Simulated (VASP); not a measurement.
The system is Sb.

```xyz
1
Lattice="0.0000 2.3050 2.3050 2.3050 0.0000 2.3050 2.3050 2.3050 0.0000" Properties=species:S:1:pos:R:3 pbc="T T T"
Sb    0.0000    0.0000    0.0000
```

Base run:

* Program: VASP 6.6.1
* Functional: PBE
* Potentials or basis: VASP PAW PBE potentials, release 64 (Sb)
* Cutoff: 520 eV
* k mesh: 12 × 12 × 12
* Occupations: fermi-dirac, width 0.05 eV
* Spin: no spin polarisation

Its results: pressure 8.6 GPa.

Task: The run is repeated on the same cell with these changes: dispersion from none to D4. What comes out?

Result: Pressure 4.9 GPa.

Dispersion adds attraction, which lowers the pressure at fixed volume and, as a term added to the energy, leaves the levels alone.

Caveats: spin-orbit coupling is left out, which moves the levels of the heavy elements; pairwise dispersion overbinds metals, which lowers pressure and volume (some runs).
